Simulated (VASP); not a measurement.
Wanted: the native input for a VASP 6.6.1 run.

- Task: single point
- Functional: r2SCAN
- Potentials or basis: VASP PAW PBE potentials, release 64 (Sn_d, O)
- Cutoff: 660 eV
- k mesh: 6 × 6 × 6
- Occupations: fermi-dirac, width 0.02 eV
- Spin: no spin polarisation
- Dipole correction: no
- Further INCAR settings: ALGO = Normal; EDIFF = 1e-06; NBANDS = 17; ISYM = 0

The system is SnO.

```
CELL_PARAMETERS angstrom
0.00000 2.70821 2.70821
2.70821 0.00000 2.70821
2.70821 2.70821 0.00000
ATOMIC_POSITIONS crystal
Sn 0.00000 0.00000 0.00000
O 0.25000 0.25000 0.25000
```

The input as run:

POSCAR

```
SnO
1.0
    0.0000000000      2.7082147278      2.7082147278
    2.7082147278      0.0000000000      2.7082147278
    2.7082147278      2.7082147278      0.0000000000
Sn O
1 1
Direct
    0.0000000000      0.0000000000      0.0000000000
    0.2500000000      0.2500000000      0.2500000000
```

INCAR.step1

```
SYSTEM = SnO
ALGO = Normal ; EDIFF = 1E-5
ENCUT = 660 ; GGA = PE
GGA_COMPAT = .FALSE. ; ISMEAR = -1
ISYM = 0 ; LASPH = .TRUE.
LCHARG = .FALSE. ; LREAL = .FALSE.
LWAVE = .TRUE. ; NBANDS = 17
NELM = 120 ; PREC = Accurate
SIGMA = 0.02
```

INCAR.step2

```
SYSTEM = SnO
ALGO = Normal ; EDIFF = 1E-6
ENCUT = 660 ; GGA_COMPAT = .FALSE.
ISIF = 2 ; ISMEAR = -1
ISTART = 1 ; ISYM = 0
LASPH = .TRUE. ; LCHARG = .FALSE.
LMIXTAU = .TRUE. ; LREAL = .FALSE.
LWAVE = .FALSE. ; METAGGA = R2SCAN
NBANDS = 17 ; NELM = 120
PREC = Accurate ; SIGMA = 0.02
```

KPOINTS

```
k-points
0
G
  6 6 6
  0 0 0
```

Potentials or basis: VASP PAW PBE potentials, release 64 (Sn_d, O).

Launch:

```sh
$ cat potpaw_PBE.64/Sn_d/POTCAR potpaw_PBE.64/O/POTCAR > POTCAR
$ cp INCAR.step1 INCAR
$ mpirun -np 1 vasp_std > vasp.out
$ cp INCAR.step2 INCAR
$ mpirun -np 1 vasp_std > vasp.out
```

Results of the run:

| Property | Result |
| --- | --- |
| Pressure | 0.2 GPa |
| Band gap on the k mesh | zero (bands 10 and 11 overlap by 0.14 eV) |

Caveat: semilocal functionals underestimate gaps, so a narrow gap can read as zero; the PAW data sets were made with another functional, which shifts forces and pressure a little; spin-orbit coupling is left out, which moves the levels of the heavy elements.

Run time: 2.8 min on 1 thread of Intel(R) Xeon(R) Platinum 8488C (Sapphire Rapids), on a shared host, peak memory 0.25 GiB.
